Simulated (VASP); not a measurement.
# P in VASP: single point with PBE+D3(BJ)

Aim: the single point of P with PBE+D3(BJ).

All numbers are computed with VASP 6.6.1; they aren't measurements. Logs are shortened: lines on timing, memory, paths and dates and some standing lists are left out, and cuts for length are marked.

## 1. The cell of the first run

The cell holds a slab with vacuum, 4 atoms: a = 3.297 Å, b = 34.877 Å, c = 4.443 Å, α = 90.00°, β = 90.00°, γ = 90.00°.

## 2. Single point, PBE+D3(BJ)

Input file INCAR:

```
PREC = Accurate
ENCUT = 520
EDIFF = 1E-6
ISMEAR = -1
SIGMA = 0.02
LREAL = F
LASPH = T
NELM = 60
ALGO = Normal
ISIF = 2
LWAVE = F
LCHARG = F
GGA = PE
IVDW = 12
NBANDS = 18
```

Input file KPOINTS:

```
regular mesh
0
Gamma
  8 2 6
```

Input file POSCAR:

```
P
1.0
    3.2971952124      0.0000000000      0.0000000000
    0.0000000000     34.8768896396      0.0000000000
    0.0000000000      0.0000000000      4.4425278088
P
4
Direct
    0.0000000000      0.9695864244      0.5826041567
    0.0000000000      0.0304135756      0.4173958433
    0.5000000000      0.0304135756      0.0826041567
    0.5000000000      0.9695864244      0.9173958433
```

Potentials or basis: VASP PAW PBE potentials, release 64 (P).

Command:

```bash
$ cat potpaw_PBE.64/P/POTCAR > POTCAR
$ mpirun -np 1 vasp_std > vasp.out
```

OUTCAR:

```text
PREC = Accurate
   ENCUT = 520
   EDIFF = 1E-6
   ISMEAR = -1
   LREAL = F
   LASPH = T
   NELM = 60
   ISIF = 2
   GGA = PE
   IVDW = 12
 IVDW          = 12

 ion  position               nearest neighbor table
   1  0.000  0.970  0.583-   4 2.22   4 2.22   2 2.24
   2  0.000  0.030  0.417-   3 2.22   3 2.22   1 2.24
   3  0.500  0.030  0.083-   2 2.22   2 2.22   4 2.24
   4  0.500  0.970  0.917-   1 2.22   1 2.22   3 2.24

  LATTYP: Found a simple orthorhombic cell.
 ALAT       =     3.2971952124
 B/A-ratio  =     1.3473657223
 C/A-ratio  =    10.5777448385

  Lattice vectors:

 A1 = (  -3.2971952124,   0.0000000000,   0.0000000000)
 A2 = (   0.0000000000,   0.0000000000,   4.4425278088)
 A3 = (   0.0000000000,  34.8768896396,   0.0000000000)

Analysis of symmetry for initial positions (statically):
=====================================================================
 Subroutine PRICEL returns:
 Original cell was already a primitive cell.

 Routine SETGRP: Setting up the symmetry group for a
 simple orthorhombic supercell.

 Subroutine GETGRP returns: Found  8 space group operations
 (whereof  4 operations were pure point group operations)
 out of a pool of  8 trial point group operations.

The static configuration has the point symmetry C_2h.
 The point group associated with its full space group is D_2h.

Analysis of symmetry for dynamics (positions and initial velocities):
=====================================================================
 Subroutine PRICEL returns:
 Original cell was already a primitive cell.

 Routine SETGRP: Setting up the symmetry group for a
 simple orthorhombic supercell.

 Subroutine GETGRP returns: Found  8 space group operations
 (whereof  4 operations were pure point group operations)
 out of a pool of  8 trial point group operations.

The dynamic configuration has the point symmetry C_2h.
 The point group associated with its full space group is D_2h.

 Subroutine INISYM returns: Found  8 space group operations
 (whereof  4 operations are pure point group operations),
 and found     1 'primitive' translations

----------------------------------------------------------------------------------------

                                     Primitive cell

  volume of cell :     510.8725

  direct lattice vectors                    reciprocal lattice vectors
     3.297195212  0.000000000  0.000000000     0.303288078  0.000000000  0.000000000
     0.000000000 34.876889640  0.000000000     0.000000000  0.028672282  0.000000000
     0.000000000  0.000000000  4.442527809     0.000000000  0.000000000  0.225097072

  length of vectors
     3.297195212 34.876889640  4.442527809     0.303288078  0.028672282  0.225097072

  position of ions in fractional coordinates (direct lattice)
     0.000000000  0.969586424  0.582604157
     0.000000000  0.030413576  0.417395843
     0.500000000  0.030413576  0.082604157
     0.500000000  0.969586424  0.917395843

  ion indices of the primitive-cell ions
   primitive index   ion index
                 1           1
                 2           2
                 3           3
                 4           4

----------------------------------------------------------------------------------------

 KPOINTS: regular mesh

Automatic generation of k-mesh.
 Grid dimensions read from file:
 generate k-points for:    8    2    6

 Generating k-lattice:

  Cartesian coordinates                     Fractional coordinates (reciprocal lattice)
     0.037911010  0.000000000  0.000000000     0.125000000  0.000000000  0.000000000
     0.000000000  0.014336141  0.000000000     0.000000000  0.500000000  0.000000000
     0.000000000  0.000000000  0.037516179     0.000000000  0.000000000  0.166666667

  Length of vectors
     0.037911010  0.014336141  0.037516179

  Shift w.r.t. Gamma in fractional coordinates (k-lattice)
     0.000000000  0.000000000  0.000000000

 Subroutine IBZKPT returns following result:
 ===========================================

 Found     40 irreducible k-points:

 Following reciprocal coordinates:
            Coordinates               Weight
  0.000000  0.000000  0.000000      1.000000
  0.125000  0.000000  0.000000      2.000000
  0.250000  0.000000  0.000000      2.000000
  0.375000  0.000000  0.000000      2.000000
  0.500000  0.000000  0.000000      1.000000
  0.000000  0.500000  0.000000      1.000000
[... 16 lines left out ...]
  0.250000  0.000000  0.333333      4.000000
  0.375000  0.000000  0.333333      4.000000
 [... further k-points ...]
   k-points           NKPTS =     40   k-points in BZ     NKDIM =     40   number of bands    NBANDS=     18
   number of dos      NEDOS =    301   number of ions     NIONS =      4
   total plane-waves  NPLWV = 272160
   dimension x,y,z NGX =    28 NGY =  270 NGZ =   36
   dimension x,y,z NGXF=    56 NGYF=  540 NGZF=   72
   ions per type =               4
   NGX,Y,Z   is equivalent  to a cutoff of  14.12, 12.87, 13.47 a.u.
   NGXF,Y,Z  is equivalent  to a cutoff of  28.24, 25.74, 26.94 a.u.
 SYSTEM =  unknown system
   PREC   = accura    normal or accurate (medium, high low for compatibility)
   ISTART =      0    job   : 0-new  1-cont  2-samecut
   ICHARG =      2    charge: 1-file 2-atom 10-const
   ISPIN  =      1    spin polarized calculation?
   LNONCOLLINEAR =      F non collinear calculations
   LSORBIT =      F    spin-orbit coupling
   LASPH  =      T    aspherical Exc in radial PAW
   ENCUT  =  520.0 eV  38.22 Ry    6.18 a.u.   6.13 64.85  8.26*2*pi/ulx,y,z
   NELM   =     60;   NELMIN=  2; NELMDL= -5     # of ELM steps
   EDIFF  = 0.1E-05   stopping-criterion for ELM
   LREAL  =      F    real-space projection
   EDIFFG = 0.1E-04   stopping-criterion for IOM
   NSW    =      0    number of steps for IOM
   IBRION =     -1    ionic relax: 0-MD 1-quasi-New 2-CG
   NFREE  =      0    steps in history (QN), initial steepest desc. (CG)
   ISIF   =      2    stress and relaxation
   ISYM   =      2    0-nonsym 1-usesym 2-fastsym
   POTIM  = 0.5000    time-step for ionic-motion
   TEBEG  =    0.0;   TEEND  =   0.0 temperature during run
   PSTRESS=    0.0 pullay stress
   NELECT =      20.0000    total number of electrons
   NUPDOWN=      -1.0000    fix difference up-down
   EMIN   =  10.00;   EMAX   =-10.00  energy-range for DOS
   EFERMI =   0.00;   METHOD = LEGACY
   ISMEAR =    -1;   SIGMA  =   0.02  broadening in eV -4-tet -1-fermi 0-gaus
   EFERMI_NEDOS =   21; number of points for ismear=-14 and -15
   IALGO  =     38    algorithm
   IMIX   =      4    mixing-type and parameters
     AMIX     =   0.40;   BMIX     =  1.00
     AMIX_MAG =   1.60;   BMIX_MAG =  1.00
  volume/ion in A,a.u.               =     127.72       861.88
  Fermi-wavevector in a.u.,A,eV,Ry     =   0.555879  1.050460  4.204227  0.309002
  Thomas-Fermi vector in A             =   1.589806
   LORBIT       =      0    0 simple, 1 ext, 2 COOP (PROOUT), +10 PAW based schemes
   GGA     = PE    functional components
   LHFCALC =     F    Hartree Fock is set to
   AEXX    =    0.0000 exact exchange contribution
   IVDW    =    12    specifies the selected vdW correction
   LEPSILON=     F    determine dielectric tensor
   LRPA    =     F    only Hartree local field effects (RPA)
 non-spin polarized calculation
  energy-cutoff  :      520.00
  volume of cell :      510.87
 maximum number of plane-waves:     13848
 NGX is ok and might be reduce to    28
   NGX = 13   NGY =129   NGZ = 17

 number of electron      19.9999997 magnetization

 Free energy of the ion-electron system (eV)
  ---------------------------------------------------
  ext. energy  EPLUGINS =         0.00000000
  ---------------------------------------------------
  free energy    TOTEN  =       -21.44840883 eV

  energy without entropy =      -21.44840883  energy(sigma->0) =      -21.44840883

 E-fermi :  -2.8994     XC(G=0):  -1.8061

 val. band max:       -3.2829752434   @ k =   0.0000   0.0000   0.0000
 cond. band min:      -2.5247084466   @ k =   0.0000   0.0000   0.0000
 fundamental gap:      0.7582667968
 Fermi energy:        -2.8993747093

 k-point     1 :       0.0000    0.0000    0.0000
  band No.  band energies     occupation
      1     -18.4210      2.00000
      2     -15.8055      2.00000
      3     -12.3091      2.00000
      4      -9.0561      2.00000
      5      -7.9717      2.00000
      6      -7.8330      2.00000
[... 10 lines left out ...]
     17       1.6471      0.00000
     18       1.8058      0.00000

 k-point     2 :       0.1250    0.0000    0.0000
  band No.  band energies     occupation
      1     -18.2343      2.00000
      2     -15.6111      2.00000
      3     -12.4277      2.00000
      4      -8.9108      2.00000
      5      -8.0780      2.00000
      6      -7.8056      2.00000
[... 10 lines left out ...]
     17       1.8631      0.00000
     18       1.9282      0.00000

 k-point     3 :       0.2500    0.0000    0.0000
  band No.  band energies     occupation
      1     -17.6799      2.00000
      2     -15.0306      2.00000
      3     -13.0172      2.00000
      4      -9.3593      2.00000
      5      -8.5365      2.00000
      6      -8.5127      2.00000
[... 10 lines left out ...]
     17       1.9849      0.00000
     18       2.4155      0.00000

 k-point     4 :       0.3750    0.0000    0.0000
  band No.  band energies     occupation
      1     -16.7784      2.00000
      2     -14.2145      2.00000
      3     -14.0735      2.00000
      4     -11.1372      2.00000
      5      -8.5409      2.00000
      6      -8.0552      2.00000
[... 10 lines left out ...]
     17       2.9362      0.00000
     18       2.9956      0.00000

 k-point     5 :       0.5000    0.0000    0.0000
  band No.  band energies     occupation
      1     -15.5801      2.00000
      2     -15.5801      2.00000
      3     -12.7598      2.00000
      4     -12.7598      2.00000
      5      -8.0864      2.00000
      6      -8.0864      2.00000
[... 10 lines left out ...]
     17       3.4921      0.00000
     18       3.4921      0.00000

 k-point     6 :       0.0000    0.5000    0.0000
  band No.  band energies     occupation
      1     -18.4210      2.00000
      2     -15.8055      2.00000
      3     -12.3091      2.00000
      4      -9.0561      2.00000
      5      -7.9717      2.00000
      6      -7.8330      2.00000
[... 10 lines left out ...]
     17       1.6371      0.00000
     18       1.8409      0.00000

 k-point     7 :       0.1250    0.5000    0.0000
  band No.  band energies     occupation
      1     -18.2343      2.00000
      2     -15.6111      2.00000
      3     -12.4277      2.00000
      4      -8.9108      2.00000
      5      -8.0780      2.00000
      6      -7.8056      2.00000
[... 10 lines left out ...]
     17       1.8430      0.00000
     18       1.9676      0.00000

 k-point     8 :       0.2500    0.5000    0.0000
  band No.  band energies     occupation
      1     -17.6799      2.00000
      2     -15.0306      2.00000
      3     -13.0172      2.00000
      4      -9.3593      2.00000
      5      -8.5365      2.00000
      6      -8.5127      2.00000
[... 10 lines left out ...]
     17       1.9851      0.00000
     18       2.4570      0.00000
[... 229 lines left out ...]
     17       2.5350      0.00000
     18       3.1286      0.00000

 k-point    20 :       0.5000    0.5000    0.1667
  band No.  band energies     occupation
      1     -15.4906      2.00000
      2     -15.4906      2.00000
      3     -12.8159      2.00000
      4     -12.8159      2.00000
      5      -8.3147      2.00000
      6      -8.3147      2.00000
[... 10 lines left out ...]
     17       3.0608      0.00000
     18       3.0608      0.00000

 k-point    21 :       0.0000    0.0000    0.3333
  band No.  band energies     occupation
      1     -17.8409      2.00000
      2     -16.4810      2.00000
      3     -12.4284      2.00000
      4     -10.8737      2.00000
      5      -7.1643      2.00000
      6      -6.2920      2.00000
[... 10 lines left out ...]
     17       1.9798      0.00000
     18       2.2825      0.00000

 k-point    22 :       0.1250    0.0000    0.3333
  band No.  band energies     occupation
      1     -17.6584      2.00000
      2     -16.3026      2.00000
      3     -12.3809      2.00000
      4     -10.7885      2.00000
      5      -7.6841      2.00000
      6      -7.1252      2.00000
[... 10 lines left out ...]
     17       2.1874      0.00000
     18       2.3464      0.00000

 k-point    23 :       0.2500    0.0000    0.3333
  band No.  band energies     occupation
      1     -17.1203      2.00000
      2     -15.7902      2.00000
      3     -12.4646      2.00000
      4     -10.7987      2.00000
      5      -9.0944      2.00000
      6      -8.2956      2.00000
[... 10 lines left out ...]
     17       2.7897      0.00000
     18       3.0268      0.00000

 k-point    24 :       0.3750    0.0000    0.3333
  band No.  band energies     occupation
      1     -16.2685      2.00000
      2     -15.1119      2.00000
      3     -13.0989      2.00000
      4     -11.7454      2.00000
      5      -9.2884      2.00000
      6      -8.4527      2.00000
[... 10 lines left out ...]
     17       3.4015      0.00000
     18       3.4622      0.00000

 [... further k-points ...]

------------------------ aborting loop because EDIFF is reached ----------------------------------------

 Edisp (eV)   -0.98838

 E8    (eV) :    -0.4011

  FORCE on cell =-STRESS in cart. coord.  units (eV):
  Direction    XX          YY          ZZ          XY          YZ          ZX
  --------------------------------------------------------------------------------------
  -------------------------------------------------------------------------------------
  Total      -0.17762    -0.17573    -0.17972     0.00000    -0.00000     0.00000
  in kB      -0.55706    -0.55111    -0.56362     0.00000    -0.00000     0.00000
  external pressure =       -0.56 kB  Pullay stress =        0.00 kB

 VOLUME and BASIS-vectors are now :
 -----------------------------------------------------------------------------
  energy-cutoff  :      520.00
  volume of cell :      510.87
      direct lattice vectors                 reciprocal lattice vectors
     3.297195212  0.000000000  0.000000000     0.303288078  0.000000000  0.000000000
     0.000000000 34.876889640  0.000000000     0.000000000  0.028672282  0.000000000
     0.000000000  0.000000000  4.442527809     0.000000000  0.000000000  0.225097072

 POSITION                                       TOTAL-FORCE (eV/Angst)
 -----------------------------------------------------------------------------------
      0.00000     33.81616      2.58824         0.000000      0.037946      0.034015
      0.00000      1.06073      1.85429         0.000000     -0.037946     -0.034015
      1.64860      1.06073      0.36697         0.000000     -0.037946      0.034015
      1.64860     33.81616      4.07556         0.000000      0.037946     -0.034015
 -----------------------------------------------------------------------------------
    total drift:                                0.000000      0.000000     -0.000000

  FREE ENERGIE OF THE ION-ELECTRON SYSTEM (eV)
  ---------------------------------------------------
  free  energy   TOTEN  =       -22.4367932769 eV

  energy  without entropy=      -22.4367932766  energy(sigma->0) =      -22.43679328
```

Wall time 7.6 min (1 thread of Intel Xeon Platinum 8375C at 2.90GHz (Ice Lake), shared host); peak memory 0.74 GiB.

Results:

```
Free energy                : -22.4368 eV
Largest force              : 0.051 eV/Å
Band gap on the k mesh     : 0.76 eV
Dispersion energy per atom : -0.247 eV
```

Forces on the atoms (eV/Å):
```
P    0.000  0.038  0.034
P    0.000 -0.038 -0.034
P    0.000 -0.038  0.034
P    0.000  0.038 -0.034
```
